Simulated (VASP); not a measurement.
# SiC2 (P6/mmm) in VASP: notebook, part 2 of 3

VASP 6.6.1.

**3. Relaxation of cell and atoms, PBE**

This run uses another cell than the first one, of 13.61 Å³/atom, 0.660 times its volume.

The input, INCAR:

```
  ALGO = Normal
  EDIFF = 1E-6
  EDIFFG = -0.04
  ENCUT = 600
  GGA = PE
  IBRION = 2
  ISIF = 3
  ISMEAR = 0
  LASPH = T
  LCHARG = F
  LREAL = F
  LWAVE = F
  NELM = 100
  NSW = 90
  PREC = Accurate
  SIGMA = 0.1
```

The input, KPOINTS:

```
k-points
0
Gamma
  12 12 1
```

The input, POSCAR:

```
SiC2
1.0
    2.0843654100      0.0000000000      0.0000000000
   -1.0421827000      1.8051134000      0.0000000000
    0.0000000000      0.0000000000     21.7005186200
Si C
2 4
Direct
    0.3333333300      0.6666666700      0.5000000000
    0.6666666700      0.3333333300      0.5000000000
    0.3333333300      0.6666666700      0.8333333300
    0.3333333300      0.6666666700      0.1666666700
    0.6666666700      0.3333333300      0.8333333300
    0.6666666700      0.3333333300      0.1666666700
```

Potentials or basis: VASP PAW PBE potentials, release 64 (Si, C).

On the command line:

```bash
cat potpaw_PBE.64/Si/POTCAR potpaw_PBE.64/C/POTCAR > POTCAR
mpirun -np 1 vasp_std > vasp.out
```

OUTCAR:

```text
EDIFF = 1E-6
   EDIFFG = -0.04
   ENCUT = 600
   GGA = PE
   IBRION = 2
   ISIF = 3
   ISMEAR = 0
   LASPH = T
   LREAL = F
   NELM = 100
   NSW = 90
   PREC = Accurate

 ion  position               nearest neighbor table
   1  0.333  0.667  0.500-   2 1.20   2 1.20   2 1.20   2 2.41   2 2.41   2 2.41
   2  0.667  0.333  0.500-   1 1.20   1 1.20   1 1.20   1 2.41   1 2.41   1 2.41
   3  0.333  0.667  0.833-   5 1.20   5 1.20   5 1.20
   4  0.333  0.667  0.167-   6 1.20   6 1.20   6 1.20
   5  0.667  0.333  0.833-   3 1.20   3 1.20   3 1.20
   6  0.667  0.333  0.167-   4 1.20   4 1.20   4 1.20

 -----------------------------------------------------------------------------
|                                                                             |
|           W    W    AA    RRRRR   N    N  II  N    N   GGGG   !!!           |
|           W    W   A  A   R    R  NN   N  II  NN   N  G    G  !!!           |
|           W    W  A    A  R    R  N N  N  II  N N  N  G       !!!           |
|           W WW W  AAAAAA  RRRRR   N  N N  II  N  N N  G  GGG   !            |
|           WW  WW  A    A  R   R   N   NN  II  N   NN  G    G                |
|           W    W  A    A  R    R  N    N  II  N    N   GGGG   !!!           |
|                                                                             |
|     The distance between some ions is very small. Please check the          |
|     nearest-neighbor list in the OUTCAR file.                               |
|     I HOPE YOU KNOW WHAT YOU ARE DOING!                                     |
|                                                                             |
 -----------------------------------------------------------------------------

  LATTYP: Found a hexagonal cell.
 ALAT       =     2.0843654100
 C/A-ratio  =    10.4110913163

  Lattice vectors:

 A1 = (   2.0843654100,   0.0000000000,   0.0000000000)
 A2 = (  -1.0421827000,   1.8051134000,   0.0000000000)
 A3 = (   0.0000000000,   0.0000000000,  21.7005186200)

Analysis of symmetry for initial positions (statically):
=====================================================================
 Subroutine PRICEL returns:
 Original cell was already a primitive cell.

 Routine SETGRP: Setting up the symmetry group for a
 hexagonal supercell.

 Subroutine GETGRP returns: Found 24 space group operations
 (whereof 24 operations were pure point group operations)
 out of a pool of 24 trial point group operations.

[... 129 lines left out ...]
   EMIN   =  10.00;   EMAX   =-10.00  energy-range for DOS
   EFERMI =   0.00;   METHOD = LEGACY
   ISMEAR =     0;   SIGMA  =   0.10  broadening in eV -4-tet -1-fermi 0-gaus
   EFERMI_NEDOS =   21; number of points for ismear=-14 and -15
   IALGO  =     38    algorithm
   IMIX   =      4    mixing-type and parameters
     AMIX     =   0.40;   BMIX     =  1.00
     AMIX_MAG =   1.60;   BMIX_MAG =  1.00
  volume/ion in A,a.u.               =      13.61        91.83
  Fermi-wavevector in a.u.,A,eV,Ry     =   1.088502  2.056970 16.120670  1.184836
  Thomas-Fermi vector in A             =   2.224685
   LORBIT       =      0    0 simple, 1 ext, 2 COOP (PROOUT), +10 PAW based schemes
   GGA     = PE    functional components
   LHFCALC =     F    Hartree Fock is set to
   AEXX    =    0.0000 exact exchange contribution
   IVDW    =     0    specifies the selected vdW correction
   LEPSILON=     F    determine dielectric tensor
   LRPA    =     F    only Hartree local field effects (RPA)
 conjugate gradient relaxation of ions
 non-spin polarized calculation
 Gauss-broadening in eV      SIGMA  =   0.10
  energy-cutoff  :      600.00
  volume of cell :       81.65
 maximum number of plane-waves:      2768
 NGX is ok and might be reduce to    18
   NGX =  9   NGY =  9   NGZ = 87

--------------------------------------- Ionic step        1  -------------------------------------------

 number of electron      24.0000000 magnetization

 Free energy of the ion-electron system (eV)
  ---------------------------------------------------
  ext. energy  EPLUGINS =         0.00000000
  ---------------------------------------------------
  free energy    TOTEN  =        65.21688397 eV

  energy without entropy =       65.22514123  energy(sigma->0) =       65.22101260

 E-fermi :   4.7795     XC(G=0):  -6.7346

 val. band max:        4.6452620908   @ k =   0.2500   0.2500   0.0000
 cond. band min:       4.7844697947   @ k =   0.3333   0.3333   0.0000
 fundamental gap:      0.1392077039
 Fermi energy:         4.7794637412
[... 831 lines left out ...]
      3     -10.5990      2.00000
      4     -10.5990      2.00000
      5      -8.4498      2.00000
      6      -8.4498      2.00000
[... 8 lines left out ...]
     15       0.2993      0.00000
     16       5.3868      0.00000

[... ionic steps 4 to 18 ...]

--------------------------------------- Ionic step       19  -------------------------------------------

 number of electron      24.0000003 magnetization

------------------------ aborting loop because EDIFF is reached ----------------------------------------
[... 75 lines left out ...]
--------------------------------------- Ionic step       21  -------------------------------------------

 number of electron      24.0000003 magnetization

 Free energy of the ion-electron system (eV)
  ---------------------------------------------------
  ext. energy  EPLUGINS =         0.00000000
  ---------------------------------------------------
  free energy    TOTEN  =       -28.20967336 eV

  energy without entropy =      -28.20692732  energy(sigma->0) =      -28.20830034

 E-fermi :   1.1213     XC(G=0):  -7.6675

 val. band max:        1.1076261878   @ k =   0.3333   0.3333   0.0000
 cond. band min:       1.2199115327   @ k =   0.0000   0.0000   0.0000
 fundamental gap:      0.1122853449
 Fermi energy:         1.1213342218
[... 392 lines left out ...]
  FREE ENERGIE OF THE ION-ELECTRON SYSTEM (eV)
  ---------------------------------------------------
  free  energy   TOTEN  =       -28.2096733561 eV

  energy  without entropy=      -28.2069273186  energy(sigma->0) =      -28.20830034

 reached required accuracy - stopping structural energy minimisation
```

CONTCAR:

```text
SiC2
   1.00000000000000
     3.1706420565840556    0.0000000029768639   -0.0000000000000000
    -1.5853210181082151    2.7458565764651879    0.0000000000000000
    -0.0000000000000000    0.0000000000000000   13.5617655560364501
  Si              C
     2     4
Direct
     0.3333333300000021    0.6666666699999979    0.5000000000000000
     0.6666666699999979    0.3333333300000021    0.5000000000000000
     0.3333333300000021    0.6666666699999979    0.8331460629514915
     0.3333333300000021    0.6666666699999979    0.1668539370485084
     0.6666666699999979    0.3333333300000021    0.8331460629514915
     0.6666666699999979    0.3333333300000021    0.1668539370485084

  0.00000000E+00  0.00000000E+00  0.00000000E+00
  0.00000000E+00  0.00000000E+00  0.00000000E+00
  0.00000000E+00  0.00000000E+00  0.00000000E+00
  0.00000000E+00  0.00000000E+00  0.00000000E+00
  0.00000000E+00  0.00000000E+00  0.00000000E+00
  0.00000000E+00  0.00000000E+00  0.00000000E+00
```

It took 11 min on 1 thread of AMD EPYC 7R43 (Zen 3), shared host; peak memory 0.2 GiB.

What came out:

```yaml
Free_energy: -28.2097 eV
Relaxed_volume: 19.68 Å³/atom
Relaxed_cell: a = 3.171 Å, b = 3.171 Å, c = 13.562 Å, α = 90.00°, β = 90.00°, γ = 120.00°
Space_group_after_relaxing_to_0.05_Å: P6/mmm (No. 191)
Energy_gained_by_relaxing: 15571.1 meV/atom
Ionic_steps: 21
Pressure_after_relaxing: -0.2 GPa
Band_gap_on_the_k_mesh: zero (filled and empty bands touch)
```

Stress tensor (GPa, compression positive):
```
-0.28  0.00  0.00
 0.00 -0.28  0.00
 0.00  0.00 -0.05
```

The path:
```csv
step,energy change (eV),largest force (eV/Å),pressure (GPa),volume (Å³)
1,0.0000,0.0001,362.51,81.65
2,-45.6715,0.0019,-5.22,850.18
3,-52.1388,0.0017,-5.52,711.74
4,-57.2823,0.0020,-6.28,611.63
5,-85.2417,0.0022,-12.63,285.11
6,-92.2475,0.0012,12.04,167.99
7,-92.6587,0.0014,-5.84,207.52
8,-93.2163,0.0010,-2.10,192.68
9,-93.2564,0.0011,0.17,187.06
10,-93.2534,0.0011,-0.83,189.60
11,-93.2577,0.0012,0.32,185.82
12,-93.2597,0.0011,-0.07,187.22
13,-93.2627,0.0013,-0.07,186.38
14,-93.2713,0.0011,-0.08,183.86
15,-93.2878,0.0013,-0.11,178.81
16,-93.3177,0.0015,-0.18,168.69
17,-93.3703,0.0022,-0.43,148.34
18,-93.3978,0.0099,-1.04,107.17
19,-93.4036,0.0018,-0.70,133.30
20,-93.4221,0.0013,-0.97,120.27
21,-93.4266,0.0019,-0.20,118.07
```

Final structure:
```cif
data_structure
_symmetry_space_group_name_H-M 'P 1'
_symmetry_Int_Tables_number 1
_cell_length_a 3.1706
_cell_length_b 3.1706
_cell_length_c 13.5618
_cell_angle_alpha 90.000
_cell_angle_beta 90.000
_cell_angle_gamma 120.000
_cell_volume 118.07
loop_
_atom_site_label
_atom_site_type_symbol
_atom_site_fract_x
_atom_site_fract_y
_atom_site_fract_z
_atom_site_occupancy
Si1 Si 0.33333 0.66667 0.50000 1
Si2 Si 0.66667 0.33333 0.50000 1
C1 C 0.33333 0.66667 0.83315 1
C2 C 0.33333 0.66667 0.16685 1
C3 C 0.66667 0.33333 0.83315 1
C4 C 0.66667 0.33333 0.16685 1
```

Levels at points of the mesh, in eV from the Fermi level:
| k point | band 8 | band 9 | band 10 | band 11 | band 12 | band 13 | band 14 | band 15 | band 16 |
| --- | --- | --- | --- | --- | --- | --- | --- | --- | --- |
| (0.00, 0.00, 0.00) | -2.44 | -2.43 | -2.43 | -0.13 | -0.12 | 0.10 | 0.10 | 3.29 | 4.21 |
| (0.50, 0.00, 0.00) | -4.19 | -2.20 | -1.29 | -1.24 | -0.76 | 0.80 | 1.00 | 1.26 | 1.62 |

Caveat: the volume moved by over 15 % at a fixed basis, so the end points are rough; this functional lacks dispersion, which binds the layers, so the pressure and a relaxed spacing across them are unreliable.

(Part 2 of 3 ends here.)
